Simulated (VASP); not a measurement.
Here is a VASP 6.6.1 calculation.

The input INCAR:

```
PREC = Accurate
ENCUT = 600
EDIFF = 1E-6
ISMEAR = 0
SIGMA = 0.01
LREAL = F
LASPH = T
NELM = 100
ALGO = Normal
ISIF = 3
LWAVE = F
LCHARG = F
GGA = PS
IBRION = 2
NSW = 100
EDIFFG = -0.002
PSTRESS = 100.0
```

Contents of KPOINTS:

```
regular mesh
0
Gamma
  8 8 8
```

File POSCAR:

```
Si
1.0
    0.0000000000      2.7168137247      2.7168137247
    2.7168137247      0.0000000000      2.7168137247
    2.7168137247      2.7168137247      0.0000000000
Si
2
Direct
    0.2500000000      0.2500000000      0.2500000000
    0.0000000000      0.0000000000      0.0000000000
```

Potentials or basis: VASP PAW PBE potentials, release 64 (Si).

Command:

```sh
$ cat potpaw_PBE.64/Si/POTCAR > POTCAR
$ mpirun -np 1 vasp_std > vasp.out
```

Q: What does it give for the space group after relaxing (to 0.05 Å)?

A: Fd-3m (No. 227).

Q: What does it give for the band gap on the k mesh?

A: 0.35 eV, indirect (least direct gap 2.55 eV).

Final structure:
```
Si
1.0
     0.00000    2.63893    2.63893
     2.63893    0.00000    2.63893
     2.63893    2.63893    0.00000
Si
2
Cartesian
  1.3195 1.3195 1.3195
  2.6389 0.0000 2.6389
```

Caveat: the cell is relaxed towards a set pressure, so the enthalpy falls and the energy may rise. A k mesh can miss the band edges.
